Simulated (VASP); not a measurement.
# InGa2N3 (I-4m2) in VASP: a series of runs

InGa2N3 is run at these levels: PBE; tasks: single point.

All numbers are computed with VASP 6.6.1; they aren't measurements. Logs are shortened: lines on timing, memory, paths and dates and some standing lists are left out, and cuts for length are marked.

## 1. The cell of the first run

The structure is tetragonal, space group I-4m2 (No. 119). Conventional cell: a = 3.179 Å, b = 3.179 Å, c = 13.679 Å, α = 90.00°, β = 90.00°, γ = 90.00°. In (site symmetry -4m2) has 4 N at 2.07 Å within 2.7 Å. Ga (site symmetry 2mm) has 4 N at 1.90 to 1.91 Å within 2.5 Å. N (site symmetry -4m2) has 4 Ga at 1.91 Å within 2.5 Å. N (site symmetry 2mm) has 2 Ga at 1.90 Å and 2 In at 2.07 Å within 2.5 Å.

## 2. Single point, PBE (11.52 Å³/atom)

File INCAR:

```
ALGO = Normal ; EDIFF = 1E-6
ENCUT = 520 ; GGA = PE
ISIF = 2 ; ISMEAR = 0
LASPH = True ; LCHARG = False
LREAL = False ; LWAVE = False
NBANDS = 36 ; NELM = 60
PREC = Accurate ; SIGMA = 0.02
```

File KPOINTS:

```
k-points
0
Gamma
  16 16 16
```

File POSCAR:

```
InGa2N3
1.0
   -1.5895759639      1.5895759639      6.8392958744
    1.5895759639     -1.5895759639      6.8392958744
    1.5895759639      1.5895759639     -6.8392958744
In Ga N
1 2 3
Direct
    0.0000000000      0.0000000000      0.0000000000
    0.6731776764      0.6731776764      0.0000000000
    0.3268223236      0.3268223236      0.0000000000
    0.2500000000      0.7500000000      0.5000000000
    0.9028397851      0.4028397851      0.5000000000
    0.5971602149      0.0971602149      0.5000000000
```

Potentials or basis: VASP PAW PBE potentials, release 64 (In_d, Ga_d, N).

Started as:

```console
cat potpaw_PBE.64/In_d/POTCAR potpaw_PBE.64/Ga_d/POTCAR potpaw_PBE.64/N/POTCAR > POTCAR
mpirun -np 1 vasp_std > vasp.out
```

OUTCAR:

```text
EDIFF = 1E-6
   ENCUT = 520
   GGA = PE
   ISIF = 2
   ISMEAR = 0
   LASPH = True
   LREAL = False
   NELM = 60
   PREC = Accurate

 ion  position               nearest neighbor table
   1  0.000  0.000  0.000-   6 2.07   5 2.07   6 2.07   5 2.07   2 3.27   3 3.27   2 3.27   2 3.27
                             3 3.27   3 3.27   3 3.27   2 3.27
   2  0.673  0.673  0.000-   6 1.90   6 1.90   4 1.91   4 1.91   1 3.27   1 3.27   1 3.27   1 3.27

   3  0.327  0.327  0.000-   5 1.90   5 1.90   4 1.91   4 1.91   1 3.27   1 3.27   1 3.27   1 3.27

   4  0.250  0.750  0.500-   3 1.91   2 1.91   3 1.91   2 1.91
   5  0.903  0.403  0.500-   3 1.90   3 1.90   1 2.07   1 2.07
   6  0.597  0.097  0.500-   2 1.90   2 1.90   1 2.07   1 2.07

  LATTYP: Found a body centered tetragonal cell.
 ALAT       =     3.1791519278
 C/A-ratio  =     4.3025914016

  Lattice vectors:

 A1 = (  -1.5895759639,   1.5895759639,   6.8392958744)
 A2 = (   1.5895759639,  -1.5895759639,   6.8392958744)
 A3 = (   1.5895759639,   1.5895759639,  -6.8392958744)

Analysis of symmetry for initial positions (statically):
=====================================================================
 Subroutine PRICEL returns:
 Original cell was already a primitive cell.

 Routine SETGRP: Setting up the symmetry group for a
 body centered tetragonal supercell.

 Subroutine GETGRP returns: Found  8 space group operations
 (whereof  8 operations were pure point group operations)
 out of a pool of 16 trial point group operations.

The static configuration has the point symmetry D_2d.

Analysis of symmetry for dynamics (positions and initial velocities):
=====================================================================
 Subroutine PRICEL returns:
 Original cell was already a primitive cell.

 Routine SETGRP: Setting up the symmetry group for a
 body centered tetragonal supercell.

 Subroutine GETGRP returns: Found  8 space group operations
 (whereof  8 operations were pure point group operations)
 out of a pool of 16 trial point group operations.

The dynamic configuration has the point symmetry D_2d.

 Subroutine INISYM returns: Found  8 space group operations
 (whereof  8 operations are pure point group operations),
[... 102 lines left out ...]
   ENCUT  =  520.0 eV  38.22 Ry    6.18 a.u.  13.39 13.39 13.39*2*pi/ulx,y,z
   NELM   =     60;   NELMIN=  2; NELMDL= -5     # of ELM steps
   EDIFF  = 0.1E-05   stopping-criterion for ELM
   LREAL  =      F    real-space projection
   EDIFFG = 0.1E-04   stopping-criterion for IOM
   NSW    =      0    number of steps for IOM
   IBRION =     -1    ionic relax: 0-MD 1-quasi-New 2-CG
   NFREE  =      0    steps in history (QN), initial steepest desc. (CG)
   ISIF   =      2    stress and relaxation
   ISYM   =      2    0-nonsym 1-usesym 2-fastsym
   POTIM  = 0.5000    time-step for ionic-motion
   TEBEG  =    0.0;   TEEND  =   0.0 temperature during run
   PSTRESS=    0.0 pullay stress
   NELECT =      54.0000    total number of electrons
   NUPDOWN=      -1.0000    fix difference up-down
   EMIN   =  10.00;   EMAX   =-10.00  energy-range for DOS
   EFERMI =   0.00;   METHOD = LEGACY
   ISMEAR =     0;   SIGMA  =   0.02  broadening in eV -4-tet -1-fermi 0-gaus
   EFERMI_NEDOS =   21; number of points for ismear=-14 and -15
   IALGO  =     38    algorithm
   IMIX   =      4    mixing-type and parameters
     AMIX     =   0.40;   BMIX     =  1.00
     AMIX_MAG =   1.60;   BMIX_MAG =  1.00
  volume/ion in A,a.u.               =      11.52        77.75
  Fermi-wavevector in a.u.,A,eV,Ry     =   1.507746  2.849226 30.930085  2.273297
  Thomas-Fermi vector in A             =   2.618291
   LORBIT       =      0    0 simple, 1 ext, 2 COOP (PROOUT), +10 PAW based schemes
   GGA     = PE    functional components
   LHFCALC =     F    Hartree Fock is set to
   AEXX    =    0.0000 exact exchange contribution
   IVDW    =     0    specifies the selected vdW correction
   LEPSILON=     F    determine dielectric tensor
   LRPA    =     F    only Hartree local field effects (RPA)
 non-spin polarized calculation
 Gauss-broadening in eV      SIGMA  =   0.02
  energy-cutoff  :      520.00
  volume of cell :       69.12
 maximum number of plane-waves:      1884
 NGX is ok and might be reduce to    54
   NGX = 27   NGY = 27   NGZ = 27

 number of electron      53.9999994 magnetization

 Free energy of the ion-electron system (eV)
  ---------------------------------------------------
  ext. energy  EPLUGINS =         0.00000000
  ---------------------------------------------------
  free energy    TOTEN  =       -34.05641896 eV

  energy without entropy =      -34.05641896  energy(sigma->0) =      -34.05641896

 E-fermi :   7.2461     XC(G=0): -11.8618

 val. band max:        7.1465077190   @ k =   0.0000   0.0000   0.0000
 cond. band min:       8.2556322017   @ k =   0.0000   0.0000   0.0000
 fundamental gap:      1.1091244827
 Fermi energy:         7.2461312585

 k-point     1 :       0.0000    0.0000    0.0000
  band No.  band energies     occupation
      1      -9.2985      2.00000
      2      -8.5392      2.00000
      3      -8.2314      2.00000
      4      -6.6133      2.00000
      5      -6.5324      2.00000
      6      -6.5324      2.00000
[... 925 lines left out ...]
     35      17.5386      0.00000
     36      17.8448      0.00000

 [... further k-points ...]

------------------------ aborting loop because EDIFF is reached ----------------------------------------

  FORCE on cell =-STRESS in cart. coord.  units (eV):
  Direction    XX          YY          ZZ          XY          YZ          ZX
  --------------------------------------------------------------------------------------
  -------------------------------------------------------------------------------------
  Total       11.1550653     11.1550653     11.2029534      0.0000000     -0.0000000      0.0000000
  in kB      258.5525005    258.5525005    259.6624525      0.0000000     -0.0000000      0.0000000
  external PRESSURE =     258.9224845 kB  Pullay stress =       0.0000000 kB

 VOLUME and BASIS-vectors are now :
 -----------------------------------------------------------------------------
  energy-cutoff  :      520.00
  volume of cell :       69.12
      direct lattice vectors                 reciprocal lattice vectors
    -1.589575964  1.589575964  6.839295874     0.000000000  0.314549296  0.073106941
     1.589575964 -1.589575964  6.839295874     0.314549296  0.000000000  0.073106941
     1.589575964  1.589575964 -6.839295874     0.314549296  0.314549296  0.000000000

 POSITION                                       TOTAL-FORCE (eV/Angst)
 -----------------------------------------------------------------------------------
      0.00000      0.00000      0.00000        -0.000000      0.000000      0.000000
      0.00000      0.00000      9.20812         0.000000     -0.000000     -0.007440
      0.00000      0.00000      4.47047         0.000000     -0.000000      0.007440
      1.58958     -0.00000      3.41965        -0.000000      0.000000      0.000000
      0.00000      1.58958      5.51028         0.000000      0.000000     -0.035007
      0.00000      1.58958      1.32901        -0.000000     -0.000000      0.035007
 -----------------------------------------------------------------------------------
    total drift:                                0.000001     -0.000001      0.000000

  FREE ENERGIE OF THE ION-ELECTRON SYSTEM (eV)
  ---------------------------------------------------
  free  energy   TOTEN  =       -34.0564189589 eV

  energy  without entropy=      -34.0564189589  energy(sigma->0) =      -34.05641896
```

OSZICAR:

```text
N       E                     dE             d eps       ncg     rms          rms(c)
DAV:   1     0.555247047607E+03    0.55525E+03   -0.25337E+04 27412   0.261E+03
DAV:   2     0.546060690192E+02   -0.50064E+03   -0.47625E+03 26176   0.592E+02
DAV:   3    -0.348947461775E+02   -0.89501E+02   -0.87347E+02 28020   0.203E+02
DAV:   4    -0.408173055163E+02   -0.59226E+01   -0.58728E+01 34700   0.531E+01
DAV:   5    -0.409676371318E+02   -0.15033E+00   -0.15008E+00 34980   0.874E+00    0.164E+01
DAV:   6    -0.338435919085E+02    0.71240E+01   -0.18908E+01 47236   0.601E+01    0.847E+00
DAV:   7    -0.341017133229E+02   -0.25812E+00   -0.35020E+00 28220   0.124E+01    0.387E+00
DAV:   8    -0.340645574830E+02    0.37156E-01   -0.15485E-01 38932   0.483E+00    0.185E+00
DAV:   9    -0.340555886871E+02    0.89688E-02   -0.41442E-02 40504   0.336E+00    0.260E-01
DAV:  10    -0.340560112655E+02   -0.42258E-03   -0.52302E-03 32368   0.707E-01    0.198E-01
DAV:  11    -0.340563546346E+02   -0.34337E-03   -0.80545E-04 37872   0.293E-01    0.925E-02
DAV:  12    -0.340564189651E+02   -0.64331E-04   -0.15708E-04 35616   0.194E-01    0.194E-02
DAV:  13    -0.340564189647E+02    0.45839E-09   -0.28946E-05 34600   0.579E-02    0.650E-03
DAV:  14    -0.340564189589E+02    0.57425E-08   -0.36296E-06 27764   0.272E-02
   1 F= -.34056419E+02 E0= -.34056419E+02  d E =-.925355E-16
```

It took 74 min on 1 thread of Oxide Virtual Turin-like, shared host; peak memory 0.93 GiB.

Results:

```
Free energy            : -34.0564 eV
Pressure               : 25.9 GPa
Largest force          : 0.035 eV/Å
Band gap on the k mesh : 1.11 eV
```

Forces in eV/Å, atoms in the order of the input:
```
In   0.000  0.000  0.000
Ga   0.000  0.000 -0.007
Ga   0.000  0.000  0.007
N    0.000  0.000  0.000
N    0.000  0.000 -0.035
N    0.000  0.000  0.035
```

Stress tensor (GPa, compression positive):
```
25.86  0.00  0.00
 0.00 25.86  0.00
 0.00  0.00 25.97
```

Levels at points of the mesh, in eV from the valence-band top:
```tsv
k point	band 23	band 24	band 25	band 26	band 27	band 28	band 29	band 30	band 31	band 32
(0.00, 0.00, 0.00)	-2.05	-2.05	-0.30	0.00	0.00	1.11	3.92	4.27	6.85	7.28
(0.50, 0.00, 0.00)	-2.61	-1.49	-1.47	-1.13	-0.57	4.16	5.02	6.08	6.95	8.13
(0.50, 0.50, 0.00)	-3.76	-3.72	-3.53	-2.95	-2.87	3.11	4.76	5.41	6.77	7.71
(0.50, 0.50, 0.50)	-2.25	-1.15	-1.15	-0.57	-0.57	2.91	3.14	3.97	6.79	8.51
```

Caveat: the cell stands under pressure; spin-orbit coupling is left out, which moves the levels of the heavy elements.

## 3. Single point, PBE (11.91 Å³/atom)

This run uses another cell than the first one, of 11.91 Å³/atom.

File INCAR:

```
PREC = Accurate
ENCUT = 520
EDIFF = 1E-6
ISMEAR = 0
SIGMA = 0.02
LREAL = F
LASPH = T
NELM = 60
ALGO = Normal
ISIF = 2
LWAVE = F
LCHARG = F
GGA = PE
NBANDS = 36
```

File KPOINTS:

```
regular mesh
0
Gamma
  16 16 16
```

File POSCAR:

```
InGa2N3
1.0
   -1.6079494951      1.6079494951      6.9117477415
    1.6079494951     -1.6079494951      6.9117477415
    1.6079494951      1.6079494951     -6.9117477415
In Ga N
1 2 3
Direct
    0.0000000000      0.0000000000      0.0000000000
    0.6730951050      0.6730951050      0.0000000000
    0.3269048950      0.3269048950      0.0000000000
    0.2500000000      0.7500000000      0.5000000000
    0.9029775271      0.4029775271      0.5000000000
    0.5970224729      0.0970224729      0.5000000000
```

Potentials or basis: VASP PAW PBE potentials, release 64 (In_d, Ga_d, N).

Started as:

```console
cat potpaw_PBE.64/In_d/POTCAR potpaw_PBE.64/Ga_d/POTCAR potpaw_PBE.64/N/POTCAR > POTCAR
mpirun -np 1 vasp_std > vasp.out
```

It took 1.9 h on 1 thread of Oxide Virtual Turin-like, shared host; peak memory 0.96 GiB.

It converged, with:

| Property | Result |
| --- | --- |
| Free energy | -34.3779 eV |
| Pressure | 17.8 GPa |
| Largest force | 0.023 eV/Å |
| Band gap on the k mesh | 0.97 eV |

Forces on the atoms (eV/Å):
```
In   0.000  0.000  0.000
Ga   0.000  0.000 -0.005
Ga   0.000  0.000  0.005
N    0.000  0.000  0.000
N    0.000  0.000 -0.023
N    0.000  0.000  0.023
```

Levels at points of the mesh, in eV from the valence-band top:
| k point | band 25 | band 26 | band 27 | band 28 | band 29 | band 30 |
| --- | --- | --- | --- | --- | --- | --- |
| (0.00, 0.00, 0.00) | -0.28 | 0.00 | 0.00 | 0.97 | 3.89 | 4.18 |
| (0.50, 0.00, 0.00) | -1.42 | -1.08 | -0.53 | 4.01 | 4.88 | 5.83 |
| (0.50, 0.50, 0.00) | -3.40 | -2.82 | -2.74 | 3.10 | 4.72 | 5.36 |
| (0.50, 0.50, 0.50) | -1.11 | -0.54 | -0.54 | 2.83 | 3.07 | 3.84 |

Caveat: the cell stands under pressure; spin-orbit coupling is left out, which moves the levels of the heavy elements. A k mesh can miss the band edges.

## 4. Single point, PBE (12.31 Å³/atom)

This run uses another cell than the first one, of 12.31 Å³/atom.

File INCAR:

```
  PREC = Accurate
  ENCUT = 520
  EDIFF = 1E-7
  ISMEAR = 0
  SIGMA = 0.02
  LREAL = F
  LASPH = T
  NELM = 60
  ALGO = Normal
  ISIF = 2
  LWAVE = F
  LCHARG = T
  GGA = PE
  LELF = T
  LVHAR = T
  NBANDS = 36
```

File KPOINTS:

```
Automatic mesh
0
Gamma
  16 16 16
```

File POSCAR:

```
InGa2N3
1.0
   -1.6260353045      1.6260353045      6.9816682155
    1.6260353045     -1.6260353045      6.9816682155
    1.6260353045      1.6260353045     -6.9816682155
In Ga N
1 2 3
Direct
    0.0000000000      0.0000000000      0.0000000000
    0.6730040872      0.6730040872      0.0000000000
    0.3269959128      0.3269959128      0.0000000000
    0.2500000000      0.7500000000      0.5000000000
    0.9031666964      0.4031666964      0.5000000000
    0.5968333036      0.0968333036      0.5000000000
```

Started as:

```console
cat potpaw_PBE.64/In_d/POTCAR potpaw_PBE.64/Ga_d/POTCAR potpaw_PBE.64/N/POTCAR > POTCAR
mpirun -np 1 vasp_std > vasp.out
```

Run time: 1.6 h. Hardware: 1 thread of Oxide Virtual Turin-like, shared host; peak memory 1 GiB.

It converged, with:

| Property | Result |
| --- | --- |
| Free energy | -34.5892 eV |
| Pressure | 10.9 GPa |
| Largest force | 0.027 eV/Å |
| Band gap on the k mesh | 0.82 eV |

Forces on the atoms (eV/Å):
```
In   0.000  0.000  0.000
Ga   0.000  0.000 -0.007
Ga   0.000  0.000  0.007
N    0.000  0.000  0.000
N    0.000  0.000 -0.027
N    0.000  0.000  0.027
```

Levels at points of the mesh, in eV from the valence-band top:
```csv
k point,band 24,band 25,band 26,band 27,band 28,band 29,band 30,band 31
"(0.00, 0.00, 0.00)",-1.88,-0.27,0.00,0.00,0.82,3.85,4.10,6.45
"(0.50, 0.00, 0.00)",-1.38,-1.37,-1.03,-0.50,3.85,4.75,5.59,6.71
"(0.50, 0.50, 0.00)",-3.40,-3.28,-2.70,-2.62,3.10,4.67,5.30,6.37
"(0.50, 0.50, 0.50)",-1.07,-1.07,-0.51,-0.51,2.75,2.98,3.73,6.39
```

Caveat: the cell stands under pressure; spin-orbit coupling is left out, which moves the levels of the heavy elements.

## 5. The runs side by side

| cell | gap on the mesh (eV) | pressure (GPa) | largest force (eV/Å) |
| --- | --- | --- | --- |
| a = 7.199 Å, angles 154.5, 154.5, 36.4°, 6 atoms, atomic positions A | 1.11 | 25.9 | 0.04 |
| a = 7.276 Å, angles 154.5, 154.5, 36.4°, 6 atoms, atomic positions B | 0.97 | 17.8 | 0.02 |
| a = 7.351 Å, angles 154.4, 154.4, 36.5°, 6 atoms, atomic positions C | 0.82 | 10.9 | 0.03 |

Alike in all rows: task single point; level PBE; potentials or basis VASP PAW PBE potentials, release 64 (In_d, Ga_d, N); no spin polarisation; k mesh 16 × 16 × 16; cutoff (eV) 520; smearing gaussian 0.02 eV.

Caveats: the cell stands under pressure; spin-orbit coupling is left out, which moves the levels of the heavy elements.

Absolute energies hang on the potentials; compare differences alone.
